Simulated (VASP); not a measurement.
# P in VASP: notebook

Runs on P. Level: PBEsol. Tasks: single point.

Everything below comes from runs of VASP 6.6.1. Logs are shortened: lines on timing, memory, paths and dates and some standing lists are left out, and cuts for length are marked.

### 1 The cell of the first run

The cell holds a slab with vacuum, 4 atoms: a = 3.153 Å, b = 33.480 Å, c = 4.614 Å, α = 90.00°, β = 90.00°, γ = 90.00°.

### 2 Single point, PBEsol (strain -0.040 along x and y, +0.040 along z)

INCAR reads:

```
PREC     = Accurate       # precision mode
ENCUT    = 520            # plane-wave cutoff, eV
EDIFF    = 1E-6           # SCF threshold, eV
ISMEAR   = 0              # smearing method
SIGMA    = 0.05           # smearing width, eV
LREAL    = False          # projectors in reciprocal space
LASPH    = True           # aspherical terms in the spheres
NELM     = 80             # most SCF steps
ALGO     = Normal         # electronic algorithm
ISIF     = 2              # what is computed and relaxed
LWAVE    = False          # write WAVECAR
LCHARG   = False          # write CHGCAR
GGA      = PS             # functional
NBANDS   = 18             # bands
```

KPOINTS reads:

```
Automatic mesh
0
Gamma
  8 1 6
```

POSCAR reads:

```
P
1.0
    3.1529924317      0.0000000000      0.0000000000
    0.0000000000     33.4797572366      0.0000000000
    0.0000000000      0.0000000000      4.6143865565
P
4
Direct
    0.0000000000      0.9696876239      0.5826201324
    0.0000000000      0.0303123761      0.4173798676
    0.5000000000      0.0303123761      0.0826201324
    0.5000000000      0.9696876239      0.9173798676
```

Potentials or basis: VASP PAW PBE potentials, release 64 (P).

Command:

```sh
> cat potpaw_PBE.64/P/POTCAR > POTCAR
> mpirun -np 1 vasp_std > vasp.out
```

OUTCAR:

```text
PREC = Accurate
   ENCUT = 520
   EDIFF = 1E-6
   ISMEAR = 0
   LREAL = False
   LASPH = True
   NELM = 80
   ISIF = 2
   GGA = PS

 ion  position               nearest neighbor table
   1  0.000  0.970  0.583-   2 2.17   4 2.21   4 2.21
   2  0.000  0.030  0.417-   1 2.17   3 2.21   3 2.21
   3  0.500  0.030  0.083-   4 2.17   2 2.21   2 2.21
   4  0.500  0.970  0.917-   3 2.17   1 2.21   1 2.21

  LATTYP: Found a simple orthorhombic cell.
 ALAT       =     3.1529924317
 B/A-ratio  =     1.4634943332
 C/A-ratio  =    10.6184071043

  Lattice vectors:

 A1 = (  -3.1529924317,   0.0000000000,   0.0000000000)
 A2 = (   0.0000000000,   0.0000000000,   4.6143865565)
 A3 = (   0.0000000000,  33.4797572366,   0.0000000000)

Analysis of symmetry for initial positions (statically):
=====================================================================
 Subroutine PRICEL returns:
 Original cell was already a primitive cell.

 Routine SETGRP: Setting up the symmetry group for a
 simple orthorhombic supercell.

 Subroutine GETGRP returns: Found  8 space group operations
 (whereof  4 operations were pure point group operations)
 out of a pool of  8 trial point group operations.

The static configuration has the point symmetry C_2h.
 The point group associated with its full space group is D_2h.

Analysis of symmetry for dynamics (positions and initial velocities):
=====================================================================
 Subroutine PRICEL returns:
 Original cell was already a primitive cell.

 Routine SETGRP: Setting up the symmetry group for a
 simple orthorhombic supercell.

 Subroutine GETGRP returns: Found  8 space group operations
 (whereof  4 operations were pure point group operations)
 out of a pool of  8 trial point group operations.

The dynamic configuration has the point symmetry C_2h.
 The point group associated with its full space group is D_2h.

 Subroutine INISYM returns: Found  8 space group operations
 (whereof  4 operations are pure point group operations),
 and found     1 'primitive' translations

----------------------------------------------------------------------------------------

                                     Primitive cell

  volume of cell :     487.1012

  direct lattice vectors                    reciprocal lattice vectors
[... 85 lines left out ...]
   NELM   =     80;   NELMIN=  2; NELMDL= -5     # of ELM steps
   EDIFF  = 0.1E-05   stopping-criterion for ELM
   LREAL  =      F    real-space projection
   EDIFFG = 0.1E-04   stopping-criterion for IOM
   NSW    =      0    number of steps for IOM
   IBRION =     -1    ionic relax: 0-MD 1-quasi-New 2-CG
   NFREE  =      0    steps in history (QN), initial steepest desc. (CG)
   ISIF   =      2    stress and relaxation
   ISYM   =      2    0-nonsym 1-usesym 2-fastsym
   POTIM  = 0.5000    time-step for ionic-motion
   TEBEG  =    0.0;   TEEND  =   0.0 temperature during run
   PSTRESS=    0.0 pullay stress
   NELECT =      20.0000    total number of electrons
   NUPDOWN=      -1.0000    fix difference up-down
   EMIN   =  10.00;   EMAX   =-10.00  energy-range for DOS
   EFERMI =   0.00;   METHOD = LEGACY
   ISMEAR =     0;   SIGMA  =   0.05  broadening in eV -4-tet -1-fermi 0-gaus
   EFERMI_NEDOS =   21; number of points for ismear=-14 and -15
   IALGO  =     38    algorithm
   IMIX   =      4    mixing-type and parameters
     AMIX     =   0.40;   BMIX     =  1.00
     AMIX_MAG =   1.60;   BMIX_MAG =  1.00
  volume/ion in A,a.u.               =     121.78       821.78
  Fermi-wavevector in a.u.,A,eV,Ry     =   0.564779  1.067277  4.339920  0.318975
  Thomas-Fermi vector in A             =   1.602482
   LORBIT       =      0    0 simple, 1 ext, 2 COOP (PROOUT), +10 PAW based schemes
   GGA     = PS    functional components
   LHFCALC =     F    Hartree Fock is set to
   AEXX    =    0.0000 exact exchange contribution
   IVDW    =     0    specifies the selected vdW correction
   LEPSILON=     F    determine dielectric tensor
   LRPA    =     F    only Hartree local field effects (RPA)
 non-spin polarized calculation
 Gauss-broadening in eV      SIGMA  =   0.05
  energy-cutoff  :      520.00
  volume of cell :      487.10
 maximum number of plane-waves:     13164
 NGX is ok and might be reduce to    24
   NGX = 11   NGY =125   NGZ = 17

 number of electron      20.0000001 magnetization

 Free energy of the ion-electron system (eV)
  ---------------------------------------------------
  ext. energy  EPLUGINS =         0.00000000
  ---------------------------------------------------
  free energy    TOTEN  =       -22.69900481 eV

  energy without entropy =      -22.69900481  energy(sigma->0) =      -22.69900481

 E-fermi :  -3.2643     XC(G=0):  -1.8623

 val. band max:       -3.4814102835   @ k =   0.1250   0.0000   0.0000
 cond. band min:      -2.4910212391   @ k =   0.3750   0.0000   0.0000
 fundamental gap:      0.9903890444
 Fermi energy:        -3.2643279428

 k-point     1 :       0.0000    0.0000    0.0000
  band No.  band energies     occupation
      1     -18.7921      2.00000
      2     -15.9296      2.00000
      3     -13.0569      2.00000
      4      -9.3171      2.00000
      5      -8.4762      2.00000
      6      -8.0450      2.00000
[... 397 lines left out ...]
      5      -8.4395      2.00000
      6      -8.4395      2.00000
[... 10 lines left out ...]
     17       3.1938      0.00000
     18       3.1938      0.00000

------------------------ aborting loop because EDIFF is reached ----------------------------------------

  FORCE on cell =-STRESS in cart. coord.  units (eV):
  Direction    XX          YY          ZZ          XY          YZ          ZX
  --------------------------------------------------------------------------------------
  -------------------------------------------------------------------------------------
  Total        3.3291269      2.8873331     -0.9668539      0.0000000      0.0000000      0.0000000
  in kB       10.9501919      9.4970400     -3.1801839      0.0000000      0.0000000      0.0000000
  external PRESSURE =       5.7556827 kB  Pullay stress =       0.0000000 kB

 VOLUME and BASIS-vectors are now :
 -----------------------------------------------------------------------------
  energy-cutoff  :      520.00
  volume of cell :      487.10
      direct lattice vectors                 reciprocal lattice vectors
     3.152992432  0.000000000  0.000000000     0.317159023  0.000000000  0.000000000
     0.000000000 33.479757237  0.000000000     0.000000000  0.029868795  0.000000000
     0.000000000  0.000000000  4.614386557     0.000000000  0.000000000  0.216713530

 POSITION                                       TOTAL-FORCE (eV/Angst)
 -----------------------------------------------------------------------------------
      0.00000     32.46491      2.68843        -0.000000     -0.715476      0.584619
      0.00000      1.01485      1.92595        -0.000000      0.715476     -0.584619
      1.57650      1.01485      0.38124         0.000000      0.715476      0.584619
      1.57650     32.46491      4.23315        -0.000000     -0.715476     -0.584619
 -----------------------------------------------------------------------------------
    total drift:                                0.000000      0.000000     -0.000000

  FREE ENERGIE OF THE ION-ELECTRON SYSTEM (eV)
  ---------------------------------------------------
  free  energy   TOTEN  =       -22.6990048066 eV

  energy  without entropy=      -22.6990048066  energy(sigma->0) =      -22.69900481
```

OSZICAR:

```text
N       E                     dE             d eps       ncg     rms          rms(c)
DAV:   1     0.140715302623E+03    0.14072E+03   -0.56643E+03   720   0.734E+02
DAV:   2    -0.398438980637E+01   -0.14470E+03   -0.13118E+03  1152   0.134E+02
DAV:   3    -0.225851788598E+02   -0.18601E+02   -0.18525E+02   976   0.579E+01
DAV:   4    -0.229901895508E+02   -0.40501E+00   -0.40368E+00  1010   0.110E+01
[... 13 lines left out ...]
DAV:  18    -0.226989783652E+02   -0.92113E-05   -0.11930E-07   770   0.160E-03    0.180E-03
DAV:  19    -0.226989984174E+02   -0.20052E-04   -0.57032E-07   666   0.212E-03    0.100E-03
DAV:  20    -0.226990011648E+02   -0.27474E-05   -0.48665E-08   772   0.734E-04    0.515E-04
DAV:  21    -0.226990043260E+02   -0.31612E-05   -0.76895E-08   696   0.728E-04    0.269E-04
DAV:  22    -0.226990048066E+02   -0.48066E-06   -0.65354E-09   722   0.263E-04
   1 F= -.22699005E+02 E0= -.22699005E+02  d E =-.769020E-11
```

Wall time 9.8 min (1 thread of Oxide Virtual Turin-like, shared host); peak memory 0.49 GiB.

Results:

* Free energy: -22.6990 eV
* Largest force: 0.924 eV/Å
* Band gap on the k mesh: 0.99 eV (least direct gap 1.19 eV)

Forces on the atoms (eV/Å):
```
P    0.000 -0.715  0.585
P    0.000  0.715 -0.585
P    0.000  0.715  0.585
P    0.000 -0.715 -0.585
```

Caveat: the cell differs from its parent crystal (strain -0.040 along x and y, +0.040 along z); the PAW data sets were made with another functional, which shifts forces and pressure a little.

### 3 Single point, PBEsol (strain -0.040 along x and y, +0.080 along z)

INCAR reads:

```
ALGO = Normal
EDIFF = 1E-7
ENCUT = 520
GGA = PS
ISIF = 2
ISMEAR = 0
LASPH = True
LCHARG = True
LELF = True
LREAL = False
LVHAR = True
LWAVE = False
NBANDS = 18
NELM = 60
PREC = Accurate
SIGMA = 0.05
```

KPOINTS reads:

```
k-points
0
Gamma
  8 1 6
```

POSCAR: that of step 2 with these lines changed.

```diff
@@ -4,3 +4,3 @@
     0.0000000000     33.4797572366      0.0000000000
-    0.0000000000      0.0000000000      4.6143865565
+    0.0000000000      0.0000000000      4.7918629625
 P
```

Potentials or basis: VASP PAW PBE potentials, release 64 (P).

Command:

```sh
> cat potpaw_PBE.64/P/POTCAR > POTCAR
> mpirun -np 1 vasp_std > vasp.out
```

OUTCAR:

```text
EDIFF = 1E-7
   ENCUT = 520
   GGA = PS
   ISIF = 2
   ISMEAR = 0
   LASPH = True
   LREAL = False
   NELM = 60
   PREC = Accurate

 ion  position               nearest neighbor table
   1  0.000  0.970  0.583-   2 2.18   4 2.25   4 2.25
   2  0.000  0.030  0.417-   1 2.18   3 2.25   3 2.25
   3  0.500  0.030  0.083-   4 2.18   2 2.25   2 2.25
   4  0.500  0.970  0.917-   3 2.18   1 2.25   1 2.25

  LATTYP: Found a simple orthorhombic cell.
 ALAT       =     3.1529924317
 B/A-ratio  =     1.5197825768
 C/A-ratio  =    10.6184071043

  Lattice vectors:

 A1 = (  -3.1529924317,   0.0000000000,   0.0000000000)
 A2 = (   0.0000000000,   0.0000000000,   4.7918629625)
 A3 = (   0.0000000000,  33.4797572366,   0.0000000000)

Analysis of symmetry for initial positions (statically):
=====================================================================
 Subroutine PRICEL returns:
 Original cell was already a primitive cell.

 Routine SETGRP: Setting up the symmetry group for a
 simple orthorhombic supercell.
[... 166 lines left out ...]

  energy without entropy =      -22.60893018  energy(sigma->0) =      -22.60893018

 E-fermi :  -3.4842     XC(G=0):  -1.8276

 val. band max:       -3.7296770635   @ k =   0.1250   0.0000   0.0000
 cond. band min:      -2.6829100965   @ k =   0.2500   0.0000   0.0000
 fundamental gap:      1.0467669670
 Fermi energy:        -3.4842438209

 k-point     1 :       0.0000    0.0000    0.0000
  band No.  band energies     occupation
      1     -18.5590      2.00000
      2     -15.7671      2.00000
      3     -13.3481      2.00000
      4      -9.2321      2.00000
      5      -8.4339      2.00000
      6      -8.4149      2.00000
[... 397 lines left out ...]
      5      -8.3512      2.00000
      6      -8.3512      2.00000
[... 10 lines left out ...]
     17       3.1655      0.00000
     18       3.1655      0.00000

------------------------ aborting loop because EDIFF is reached ----------------------------------------

  FORCE on cell =-STRESS in cart. coord.  units (eV):
  Direction    XX          YY          ZZ          XY          YZ          ZX
  --------------------------------------------------------------------------------------
  -------------------------------------------------------------------------------------
  Total        2.3078526      2.2780530     -3.8165561      0.0000000      0.0000000      0.0000000
  in kB        7.3098596      7.2154728    -12.0885054      0.0000000      0.0000000      0.0000000
  external PRESSURE =       0.8122757 kB  Pullay stress =       0.0000000 kB

 VOLUME and BASIS-vectors are now :
 -----------------------------------------------------------------------------
  energy-cutoff  :      520.00
  volume of cell :      505.84
      direct lattice vectors                 reciprocal lattice vectors
     3.152992432  0.000000000  0.000000000     0.317159023  0.000000000  0.000000000
     0.000000000 33.479757237  0.000000000     0.000000000  0.029868795  0.000000000
     0.000000000  0.000000000  4.791862962     0.000000000  0.000000000  0.208687103

 POSITION                                       TOTAL-FORCE (eV/Angst)
 -----------------------------------------------------------------------------------
      0.00000     32.46491      2.79184         0.000000     -0.565276      1.129604
      0.00000      1.01485      2.00003         0.000000      0.565276     -1.129604
      1.57650      1.01485      0.39590         0.000000      0.565276      1.129604
      1.57650     32.46491      4.39596         0.000000     -0.565276     -1.129604
 -----------------------------------------------------------------------------------
    total drift:                               -0.000000      0.000000      0.000000

  FREE ENERGIE OF THE ION-ELECTRON SYSTEM (eV)
  ---------------------------------------------------
  free  energy   TOTEN  =       -22.6089301847 eV

  energy  without entropy=      -22.6089301847  energy(sigma->0) =      -22.60893018
```

stdout:

```text
POSCAR found type information on POSCAR P
 POSCAR found :  1 types and       4 ions
 scaLAPACK will be used
 -----------------------------------------------------------------------------
|                                                                             |
|                                                                             |
|     You enforced a specific xc type in the INCAR file but a different       |
|     I HOPE YOU KNOW WHAT YOU ARE DOING!                                     |
|                                                                             |
 -----------------------------------------------------------------------------

 LDA part: xc-table for (Slater+PW92), standard interpolation
 POSCAR, INCAR and KPOINTS ok, starting setup
 FFT: planning ... GRIDC
 FFT: planning ... GRID_SOFT
 FFT: planning ... GRID
 WAVECAR not read
 entering main loop
```

Run time: 8.9 min. Hardware: 1 thread of Oxide Virtual Turin-like, shared host; peak memory 0.49 GiB.

What came out:

```yaml
Free_energy: -22.6089 eV
Largest_force: 1.263 eV/Å
Band_gap_on_the_k_mesh: 1.05 eV (least direct gap 1.22 eV)
```

Forces in eV/Å, atoms in the order of the input:
```
P    0.000 -0.565  1.130
P    0.000  0.565 -1.130
P    0.000  0.565  1.130
P    0.000 -0.565 -1.130
```

Caveat: the cell differs from its parent crystal (strain -0.040 along x and y, +0.080 along z); the PAW data sets were made with another functional, which shifts forces and pressure a little.

### 4 Single point, PBEsol (strain +0.000 along x and y, +0.040 along z)

INCAR reads:

```
SYSTEM = P
ALGO = Normal
EDIFF = 1E-7
ENCUT = 520
GGA = PS
ISIF = 2
ISMEAR = 0
LASPH = .True.
LCHARG = .False.
LREAL = .False.
LWAVE = .False.
NBANDS = 18
NELM = 60
PREC = Accurate
SIGMA = 0.05
```

KPOINTS reads:

```
k-points
0
Gamma
  8 1 6
  0 0 0
```

POSCAR reads:

```
P
1.0
    3.2843671164      0.0000000000      0.0000000000
    0.0000000000     34.8747471215      0.0000000000
    0.0000000000      0.0000000000      4.6143865565
P
4
Direct
    0.0000000000      0.9696876239      0.5826201324
    0.0000000000      0.0303123761      0.4173798676
    0.5000000000      0.0303123761      0.0826201324
    0.5000000000      0.9696876239      0.9173798676
```

Command:

```sh
> cat potpaw_PBE.64/P/POTCAR > POTCAR
> mpirun -np 1 vasp_std > vasp.out
```

Wall time 11 min (1 thread of Oxide Virtual Turin-like, shared host); peak memory 0.51 GiB.

It converged, with:

| Item | Value |
| --- | --- |
| Free energy | -22.7877 eV |
| Largest force | 0.578 eV/Å |
| Band gap on the k mesh | 1.01 eV |

Forces in eV/Å, atoms in the order of the input:
```
P    0.000  0.111  0.567
P    0.000 -0.111 -0.567
P    0.000 -0.111  0.567
P    0.000  0.111 -0.567
```

Levels at points of the mesh, in eV from the valence-band top:
```
           k point  band 8  band 9  band 10  band 11  band 12  band 13
(0.00, 0.00, 0.00)   -1.67   -1.21     0.00     1.01     1.97     3.03
(0.50, 0.00, 0.00)   -2.62   -1.85    -1.85     1.22     1.22     2.01
(0.00, 0.00, 0.50)   -2.05   -1.12    -1.12     2.37     2.37     3.68
(0.50, 0.00, 0.50)   -4.61   -1.06    -1.06     2.63     2.63     3.77
```

Caveat: the cell differs from its parent crystal (strain +0.000 along x and y, +0.040 along z); the PAW data sets were made with another functional, which shifts forces and pressure a little.

### 5 Summary

```csv
cell,gap on the mesh (eV),largest force (eV/Å)
"a = 3.153, b = 33.480, c = 4.614 Å, 4 atoms",0.99,0.92
"a = 3.153, b = 33.480, c = 4.792 Å, 4 atoms",1.05,1.26
"a = 3.284, b = 34.875, c = 4.614 Å, 4 atoms",1.01,0.58
```

Alike in all rows: task single point; level PBEsol; potentials or basis VASP PAW PBE potentials, release 64 (P); no spin polarisation; k mesh 8 × 1 × 6; cutoff (eV) 520; smearing gaussian 0.05 eV.

Caveats: the PAW data sets were made with another functional, which shifts forces and pressure a little.

Total energies depend on the potentials used, so only differences within one code and one set of settings carry meaning.
